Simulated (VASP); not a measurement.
# Ru2W: single point with PBE

Crystal: Ru2W.

```
Ru W
1.0
     4.32023    0.00000    0.00000
    -2.16011    3.74142    0.00000
     0.00000    0.00000    2.74127
Ru W
2 1
Direct
  0.33333 0.66667 0.50000
  0.66667 0.33333 0.50000
  0.00000 0.00000 0.00000
```

| Quantity | Value |
| --- | --- |
| Program | VASP 6.6.1 |
| Task | single point |
| Functional | PBE |
| Potentials or basis | VASP PAW PBE potentials, release 64 (Ru_pv, W_sv) |
| Cutoff | 520 eV |
| k mesh | 6 × 6 × 6 |
| Occupations | gaussian, width 0.1 eV |
| Spin | no spin polarisation |
| Dipole correction | no |
| Further INCAR settings | ALGO = Fast; EDIFF = 1e-06; NBANDS = 28 |

The pressure is 0.4 GPa and the band gap on the k mesh is zero (bands 21 and 22 overlap by 3.35 eV).

Stress tensor (GPa, compression positive):
```
0.35 0.00 0.00
0.00 0.35 0.00
0.00 0.00 0.53
```

Levels at points of the mesh, in eV from the Fermi level:
```csv
k point,band 18,band 19,band 20,band 21,band 22,band 23,band 24,band 25
"(0.00, 0.00, 0.00)",-1.69,-1.39,-1.39,-1.12,-1.12,-0.40,-0.40,3.54
"(0.50, 0.00, 0.00)",-2.19,-1.49,-1.14,-0.36,0.76,1.20,1.33,2.16
"(0.00, 0.00, 0.50)",-2.06,-1.69,-1.69,2.23,2.74,2.74,3.15,3.15
"(0.50, 0.00, 0.50)",-1.20,-0.55,-0.48,-0.12,0.18,2.20,2.72,2.93
```

It took 15 s on 1 thread of Intel(R) Xeon(R) 6975P-C (Granite Rapids), with other jobs on the host, peak memory 0.16 GiB.

Caveat: the k points lie up to 0.38 Å⁻¹ apart, too coarse for converged energies and pressures of a metal; spin-orbit coupling is left out, which moves the levels of the heavy elements.
